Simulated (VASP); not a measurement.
# Sn (I4_1/amd) in VASP: a series of runs

Runs on Sn. Level: r2SCAN. Tasks: single point.

All numbers are computed with VASP 6.6.1; they aren't measurements. Logs are shortened: lines on timing, memory, paths and dates and some standing lists are left out, and cuts for length are marked.

## (1) The cell of the first run

It takes space group I4_1/amd (No. 141, tetragonal). The conventional cell has a = 5.704 Å, b = 5.704 Å, c = 3.247 Å, α = 90.00°, β = 90.00°, γ = 90.00°. Within 3.9 Å of Sn (site symmetry -4m2) lie 10 Sn at 2.97 to 3.75 Å.

## (2) Single point, r2SCAN (strain -0.030 along x and y, +0.015 along z)

POSCAR reads:

```
Sn
1.0
   -2.8519362416      2.8519362416      1.6232915187
    2.8519362416     -2.8519362416      1.6232915187
    2.8519362416      2.8519362416     -1.6232915187
Sn
2
Direct
    0.7500000000      0.2500000000      0.5000000000
    0.0000000000      0.0000000000      0.0000000000
```

INCAR.step1 reads:

```
SYSTEM = Sn
  PREC = Accurate
  ENCUT = 520
  ISMEAR = 0
  SIGMA = 0.15
  LREAL = .FALSE.
  LASPH = .TRUE.
  NELM = 60
  NBANDS = 21
  GGA = PE
  ALGO = Normal
  EDIFF = 1E-4
  LWAVE = .TRUE.
  LCHARG = .FALSE.
```

INCAR.step2 reads:

```
SYSTEM = Sn
  PREC = Accurate
  ENCUT = 520
  EDIFF = 1E-6
  ISMEAR = 0
  SIGMA = 0.15
  LREAL = .FALSE.
  LASPH = .TRUE.
  NELM = 60
  ALGO = Normal
  ISIF = 2
  LWAVE = .FALSE.
  LCHARG = .FALSE.
  METAGGA = R2SCAN
  LMIXTAU = .TRUE.
  NBANDS = 21
  ISTART = 1
```

KPOINTS reads:

```
Automatic mesh
0
G
  16 16 16
  0 0 0
```

Potentials or basis: VASP PAW PBE potentials, release 64 (Sn_d).

Command:

```bash
> cat potpaw_PBE.64/Sn_d/POTCAR > POTCAR
> cp INCAR.step1 INCAR
> mpirun -np 1 vasp_std > vasp.out
> cp INCAR.step2 INCAR
> mpirun -np 1 vasp_std > vasp.out
```

OUTCAR:

```text
SYSTEM = Sn
   PREC = Accurate
   ENCUT = 520
   EDIFF = 1E-6
   ISMEAR = 0
   LREAL = .FALSE.
   LASPH = .TRUE.
   NELM = 60
   ISIF = 2
   METAGGA = R2SCAN
   ISTART = 1

 ion  position               nearest neighbor table
   1  0.750  0.250  0.500-   2 2.97   2 2.97   2 2.97   2 2.97   2 3.75   2 3.75   2 3.75   2 3.75

   2  0.000  0.000  0.000-   1 2.97   1 2.97   1 2.97   1 2.97   1 3.75   1 3.75   1 3.75   1 3.75

  LATTYP: Found a body centered tetragonal cell.
 ALAT       =     5.7038724832
 C/A-ratio  =     0.5691892739

  Lattice vectors:

 A1 = (  -2.8519362416,   2.8519362416,   1.6232915187)
 A2 = (   2.8519362416,  -2.8519362416,   1.6232915187)
 A3 = (   2.8519362416,   2.8519362416,  -1.6232915187)

Analysis of symmetry for initial positions (statically):
=====================================================================
 Subroutine PRICEL returns:
 Original cell was already a primitive cell.

 Routine SETGRP: Setting up the symmetry group for a
 body centered tetragonal supercell.

 Subroutine GETGRP returns: Found 16 space group operations
 (whereof  8 operations were pure point group operations)
 out of a pool of 16 trial point group operations.

The static configuration has the point symmetry D_2d.
 The point group associated with its full space group is D_4h.

Analysis of symmetry for dynamics (positions and initial velocities):
=====================================================================
 Subroutine PRICEL returns:
 Original cell was already a primitive cell.

 Routine SETGRP: Setting up the symmetry group for a
 body centered tetragonal supercell.

 Subroutine GETGRP returns: Found 16 space group operations
 (whereof  8 operations were pure point group operations)
 out of a pool of 16 trial point group operations.

The dynamic configuration has the point symmetry D_2d.
 The point group associated with its full space group is D_4h.

 Subroutine INISYM returns: Found 16 space group operations
 (whereof  8 operations are pure point group operations),
 and found     1 'primitive' translations

----------------------------------------------------------------------------------------

                                     Primitive cell

  volume of cell :      52.8124

  direct lattice vectors                    reciprocal lattice vectors
    -2.851936242  2.851936242  1.623291519     0.000000000  0.175319487  0.308016148
     2.851936242 -2.851936242  1.623291519     0.175319487  0.000000000  0.308016148
     2.851936242  2.851936242 -1.623291519     0.175319487  0.175319487  0.000000000

  length of vectors
     4.347660981  4.347660981  4.347660981     0.354416238  0.354416238  0.247939197

  position of ions in fractional coordinates (direct lattice)
     0.750000000  0.250000000  0.500000000
     0.000000000  0.000000000  0.000000000

  ion indices of the primitive-cell ions
   primitive index   ion index
                 1           1
                 2           2

----------------------------------------------------------------------------------------

 KPOINTS: Automatic mesh

Automatic generation of k-mesh.
 Grid dimensions read from file:
 generate k-points for:   16   16   16

 Generating k-lattice:

  Cartesian coordinates                     Fractional coordinates (reciprocal lattice)
     0.000000000  0.010957468  0.019251009     0.062500000 -0.000000000  0.000000000
     0.010957468  0.000000000  0.019251009    -0.000000000  0.062500000  0.000000000
     0.010957468  0.010957468  0.000000000     0.000000000  0.000000000  0.062500000

  Length of vectors
     0.022151015  0.022151015  0.015496200

  Shift w.r.t. Gamma in fractional coordinates (k-lattice)
     0.000000000  0.000000000  0.000000000

 Subroutine IBZKPT returns following result:
 ===========================================

 Found    349 irreducible k-points:

 Following reciprocal coordinates:
            Coordinates               Weight
  0.000000  0.000000  0.000000      1.000000
  0.062500 -0.000000  0.000000      8.000000
  0.125000 -0.000000  0.000000      8.000000
  0.187500 -0.000000  0.000000      8.000000
  0.250000 -0.000000  0.000000      8.000000
  0.312500 -0.000000  0.000000      8.000000
[... 16 lines left out ...]
 -0.125000  0.062500 -0.000000     16.000000
 -0.062500  0.062500  0.000000      4.000000
 [... further k-points ...]
   k-points           NKPTS =    349   k-points in BZ     NKDIM =    349   number of bands    NBANDS=     21
   number of dos      NEDOS =    301   number of ions     NIONS =      2
   total plane-waves  NPLWV =  32768
   dimension x,y,z NGX =    32 NGY =   32 NGZ =   32
   dimension x,y,z NGXF=    64 NGYF=   64 NGZF=   64
   ions per type =               2
   NGX,Y,Z   is equivalent  to a cutoff of  12.24, 12.24, 12.24 a.u.
   NGXF,Y,Z  is equivalent  to a cutoff of  24.47, 24.47, 24.47 a.u.
 SYSTEM =  Sn
   PREC   = accura    normal or accurate (medium, high low for compatibility)
   ISTART =      1    job   : 0-new  1-cont  2-samecut
   ICHARG =      0    charge: 1-file 2-atom 10-const
   ISPIN  =      1    spin polarized calculation?
   LNONCOLLINEAR =      F non collinear calculations
   LSORBIT =      F    spin-orbit coupling
   LASPH  =      T    aspherical Exc in radial PAW
   ENCUT  =  520.0 eV  38.22 Ry    6.18 a.u.   8.08  8.08  8.08*2*pi/ulx,y,z
   NELM   =     60;   NELMIN=  2; NELMDL=  0     # of ELM steps
   EDIFF  = 0.1E-05   stopping-criterion for ELM
   LREAL  =      F    real-space projection
   EDIFFG = 0.1E-04   stopping-criterion for IOM
   NSW    =      0    number of steps for IOM
   IBRION =     -1    ionic relax: 0-MD 1-quasi-New 2-CG
   NFREE  =      0    steps in history (QN), initial steepest desc. (CG)
   ISIF   =      2    stress and relaxation
   ISYM   =      2    0-nonsym 1-usesym 2-fastsym
   POTIM  = 0.5000    time-step for ionic-motion
   TEBEG  =    0.0;   TEEND  =   0.0 temperature during run
   PSTRESS=    0.0 pullay stress
   NELECT =      28.0000    total number of electrons
   NUPDOWN=      -1.0000    fix difference up-down
   EMIN   =  10.00;   EMAX   =-10.00  energy-range for DOS
   EFERMI =   0.00;   METHOD = LEGACY
   ISMEAR =     0;   SIGMA  =   0.15  broadening in eV -4-tet -1-fermi 0-gaus
   EFERMI_NEDOS =   21; number of points for ismear=-14 and -15
   IALGO  =     38    algorithm
   IMIX   =      4    mixing-type and parameters
     AMIX     =   0.40;   BMIX     =  1.00
     AMIX_MAG =   1.60;   BMIX_MAG =  1.00
  volume/ion in A,a.u.               =      26.41       178.20
  Fermi-wavevector in a.u.,A,eV,Ry     =   1.324999  2.503885 23.886683  1.755622
  Thomas-Fermi vector in A             =   2.454492
   LORBIT       =      0    0 simple, 1 ext, 2 COOP (PROOUT), +10 PAW based schemes
   METAGGA = R2SCAN    functional components
   LHFCALC =     F    Hartree Fock is set to
   AEXX    =    0.0000 exact exchange contribution
   IVDW    =     0    specifies the selected vdW correction
   LEPSILON=     F    determine dielectric tensor
   LRPA    =     F    only Hartree local field effects (RPA)
 non-spin polarized calculation
 Gauss-broadening in eV      SIGMA  =   0.15
  energy-cutoff  :      520.00
  volume of cell :       52.81
 maximum number of plane-waves:      1442
   NGX = 17   NGY = 17   NGZ = 17

 number of electron      28.0000009 magnetization

 Free energy of the ion-electron system (eV)
  ---------------------------------------------------
  ext. energy  EPLUGINS =         0.00000000
  ---------------------------------------------------
  free energy    TOTEN  =       -49.21177332 eV

  energy without entropy =      -49.20293507  energy(sigma->0) =      -49.20735420

 E-fermi :   8.2916     XC(G=0): -11.2731

 val. band max:        8.2905500046   @ k =   0.5000   0.1250   0.0625
 cond. band min:       8.3006443501   @ k =   0.3750   0.3750   0.0625
 fundamental gap:      0.0100943455
 Fermi energy:         8.2916336777

 k-point     1 :       0.0000    0.0000    0.0000
  band No.  band energies     occupation
      1     -14.1685      2.00000
      2     -14.0113      2.00000
      3     -14.0100      2.00000
      4     -13.9497      2.00000
      5     -13.8216      2.00000
      6     -13.8216      2.00000
[... 13 lines left out ...]
     20      19.2035      0.00000
     21      19.2734      0.00000

 k-point     2 :       0.0625   -0.0000    0.0000
  band No.  band energies     occupation
      1     -14.1656      2.00000
      2     -14.0066      2.00000
      3     -14.0050      2.00000
      4     -13.9421      2.00000
      5     -13.8269      2.00000
      6     -13.8256      2.00000
[... 13 lines left out ...]
     20      18.3354      0.00000
     21      18.4681      0.00000

 k-point     3 :       0.1250   -0.0000    0.0000
  band No.  band energies     occupation
      1     -14.1571      2.00000
      2     -13.9967      2.00000
      3     -13.9878      2.00000
      4     -13.9237      2.00000
      5     -13.8398      2.00000
      6     -13.8294      2.00000
[... 13 lines left out ...]
     20      17.3082      0.00000
     21      17.6872      0.00000

 k-point     4 :       0.1875   -0.0000    0.0000
  band No.  band energies     occupation
      1     -14.1439      2.00000
      2     -13.9820      2.00000
      3     -13.9662      2.00000
      4     -13.9078      2.00000
      5     -13.8561      2.00000
      6     -13.8207      2.00000
[... 13 lines left out ...]
     20      16.5204      0.00000
     21      17.6100      0.00000

 k-point     5 :       0.2500   -0.0000    0.0000
  band No.  band energies     occupation
      1     -14.1278      2.00000
      2     -13.9653      2.00000
      3     -13.9490      2.00000
      4     -13.9075      2.00000
      5     -13.8719      2.00000
      6     -13.8276      2.00000
[... 13 lines left out ...]
     20      15.9332      0.00000
     21      18.0071      0.00000
[... 382 lines left out ...]
     20      16.8164      0.00000
     21      17.4784      0.00000

 k-point    22 :      -0.1875    0.0625    0.0000
  band No.  band energies     occupation
      1     -14.1470      2.00000
      2     -13.9929      2.00000
      3     -13.9873      2.00000
      4     -13.9369      2.00000
      5     -13.8398      2.00000
      6     -13.8202      2.00000
[... 13 lines left out ...]
     20      17.4643      0.00000
     21      17.7092      0.00000

 k-point    23 :      -0.1250    0.0625   -0.0000
  band No.  band energies     occupation
      1     -14.1583      2.00000
      2     -14.0081      2.00000
      3     -13.9998      2.00000
      4     -13.9501      2.00000
      5     -13.8293      2.00000
      6     -13.8184      2.00000
[... 13 lines left out ...]
     20      18.3180      0.00000
     21      18.5198      0.00000

 k-point    24 :      -0.0625    0.0625    0.0000
  band No.  band energies     occupation
      1     -14.1647      2.00000
      2     -14.0129      2.00000
      3     -14.0065      2.00000
      4     -13.9536      2.00000
      5     -13.8238      2.00000
      6     -13.8179      2.00000
[... 13 lines left out ...]
     20      18.9892      0.00000
     21      19.1609      0.00000

 [... further k-points ...]
[... 5 lines left out ...]
  --------------------------------------------------------------------------------------
  -------------------------------------------------------------------------------------
  Total        1.2996423      1.2996423      0.2400788      0.0000000      0.0000000      0.0000000
  in kB       39.4274130     39.4274130      7.2832997      0.0000000      0.0000000      0.0000000
  external PRESSURE =      28.7127085 kB  Pullay stress =       0.0000000 kB

 VOLUME and BASIS-vectors are now :
 -----------------------------------------------------------------------------
  energy-cutoff  :      520.00
  volume of cell :       52.81
      direct lattice vectors                 reciprocal lattice vectors
    -2.851936242  2.851936242  1.623291519     0.000000000  0.175319487  0.308016148
     2.851936242 -2.851936242  1.623291519     0.175319487  0.000000000  0.308016148
     2.851936242  2.851936242 -1.623291519     0.175319487  0.175319487  0.000000000

 POSITION                                       TOTAL-FORCE (eV/Angst)
 -----------------------------------------------------------------------------------
      0.00000      2.85194      0.81165        -0.000000      0.000000      0.000000
      0.00000      0.00000      0.00000         0.000000     -0.000000     -0.000000
 -----------------------------------------------------------------------------------
    total drift:                                0.000000     -0.000000      0.000000

  FREE ENERGIE OF THE ION-ELECTRON SYSTEM (eV)
  ---------------------------------------------------
  free  energy   TOTEN  =       -49.2117733221 eV

  energy  without entropy=      -49.2029350725  energy(sigma->0) =      -49.20735420
```

It took 12 min on 1 thread of Intel Xeon 6975P-C, shared host; peak memory 0.41 GiB.

Results:

- Free energy: -49.2118 eV
- Pressure: 2.9 GPa
- Band gap on the k mesh: zero (band 14 reaches 10.38 eV, above the bottom of band 15 at 5.21 eV)

Caveat: the cell differs from its parent crystal (strain -0.030 along x and y, +0.015 along z); the PAW data sets were made with another functional, which shifts forces and pressure a little; spin-orbit coupling is left out, which moves the levels of the heavy elements.

(Part 1 of 2 ends here.)
